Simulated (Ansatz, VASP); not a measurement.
## Two plane-wave programs on InSe

File INCAR:

```
ALGO = Normal
EDIFF = 1E-8
ENCUT = 520
GGA = PE
ISIF = 2
ISMEAR = -1
LASPH = T
LCHARG = F
LEFG = T
LREAL = F
LWAVE = F
NBANDS = 27
NELM = 100
PREC = Accurate
SIGMA = 0.02
```

The input KPOINTS:

```
k-points
0
Gamma
  7 7 6
```

POSCAR

```
InSe
1.0
    5.7885969728     -2.0272263251      0.0000000000
    5.7885969728      2.0272263251      0.0000000000
   -1.5777993207      0.0000000000      4.2652214539
In Se
2 2
Direct
    0.8840000000      0.8840000000      0.0050000000
    0.1160000000      0.1160000000      0.9950000000
    0.6600000000      0.6600000000      0.6420000000
    0.3400000000      0.3400000000      0.3580000000
```

Input for Ansatz:

```yaml
crystal:
  lattice:
    - [5.7885969728, -2.0272263251, 0.0]
    - [5.7885969728, 2.0272263251, 0.0]
    - [-1.5777993207, 0.0, 4.2652214539]
  atoms:
    - { symbol: In, position: [0.884, 0.884, 0.005] }
    - { symbol: In, position: [0.116, 0.116, 0.995] }
    - { symbol: Se, position: [0.66, 0.66, 0.642] }
    - { symbol: Se, position: [0.34, 0.34, 0.358] }
kpoints:
  mp_grid: { grid: [7, 7, 6] }
scf:
  occupations: { method: fermi_dirac, width: 0.02 }
hamiltonian:
  xc: pbe
  pseudopotentials: { kind: paw }
output:
  forces: true
  stress: true
  eigenvalues: true
  efg: { contact_densities: true }
```

Change from the starting cell: volume scaled by 0.96, PAW files.

Alike in both runs: task electric field gradients; functional PBE; k mesh 7 × 7 × 6; occupations fermi-dirac, width 0.02 eV; no spin polarisation.

```csv
,VASP,Ansatz
version,VASP 6.6.1,Ansatz 0.2.0
potentials or method,"VASP PAW PBE potentials, release 64 (In_d, Se)","PAW with Ansatz's default frozen-core files, scalar-relativistic"
plane-wave cutoff (eV),520,420
valence electrons in the cell,38,58
```

Ansatz gave:

```
gap on the k mesh at the Fermi level (eV)                     : 1.04
pressure (GPa)                                                : 5.8
traceless stress, the component that is largest in VASP (GPa) : 3.26
rms of the force components (eV/Å)                            : 0.468
size of Vzz on the site where it differs most (V/Å²)          : 192.0
```

Question: Which values does VASP return?

Answer: gap on the k mesh at the Fermi level (eV): 1.04; pressure (GPa): 5.9; traceless stress, the component that is largest in VASP (GPa): 3.27; rms of the force components (eV/Å): 0.471; size of Vzz on the site where it differs most (V/Å²): 195.4.

Atom by atom the forces differ by 0.008 eV/Å (rms over components). VASP's potentials hold 38 valence electrons a cell and Ansatz's 58, so a difference there can come from the potentials and not from the codes.
